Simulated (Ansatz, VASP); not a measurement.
# In16As15: VASP beside Ansatz

```xyz
31
Lattice="-6.1863 6.1863 -6.1863 -6.1863 -6.1863 6.1863 6.1863 6.1863 6.1863" Properties=species:S:1:pos:R:3 pbc="T T T"
In    3.1084    3.1084    6.1690
In   -3.0779    6.1710    3.1105
In   -6.2016    3.1105   -3.0779
In   -3.0779    3.1105    6.1710
In   -6.2037   -0.0153   -0.0153
In   -3.0758    3.1084   -0.0153
In    3.1084    6.1690    3.1084
In   -6.2016   -3.0779    3.1105
In   -3.0758   -0.0153    3.1084
In    0.1456    2.9476    2.9476
In    0.1456    0.1456    0.1456
In   -3.2387   -3.2387    6.3319
In   -0.0153   -0.0153    6.1690
In   -3.2387    6.3319   -3.2387
In   -6.2037    3.1084    3.1084
In   -0.0153    6.1690   -0.0153
As   -4.6299    4.6765   -1.5834
As   -1.5834    7.7230   -1.5834
As   -4.6397    1.5466    1.5466
As   -1.5098    4.6029    1.5565
As    1.5466    7.7329    1.5466
As   -4.6299   -1.5834    4.6765
As   -1.5098    1.5565    4.6029
As    1.5367    4.6029    4.6029
As   -1.5098    1.5367   -1.5098
As   -1.5834   -1.5834    7.7230
As    1.5466    1.5466    7.7329
As   -1.5098   -1.5098    1.5367
As   -4.6496    4.6765    4.6765
As   -7.7697    1.5565   -1.5098
As   -7.7697   -1.5098    1.5565
```

Change from the starting cell: As vacancy (site d), charge +0, atoms relaxed at the host's cell.

Alike in both runs: functional PBE; k mesh 3 × 3 × 3; occupations gaussian, width 0.1 eV; no spin polarisation.

Ansatz relaxed the structure, and its values are those at the end. VASP's run is a single point on that final structure, the one shown.

|  | VASP | Ansatz |
| --- | --- | --- |
| version | VASP 6.6.1 | Ansatz 0.2.0 |
| potentials or method | VASP PAW PBE potentials, release 64 (In_d, As), cutoff 400 eV | scalar-relativistic, plane waves, PAW |
| valence electrons in the cell | 283 | 433 |

|  | VASP | Ansatz | Ansatz less VASP |
| --- | --- | --- | --- |
| gap on the k mesh at the Fermi level (eV) | none | none | - |
| rms of the force components (eV/Å) | 0.012 | 0.012 | 0.0000 |

A gap of «none» marks a metal or a gap that the smearing closes. VASP's potentials hold 283 valence electrons a cell and Ansatz's 433, so a difference there can come from the potentials and not from the codes.
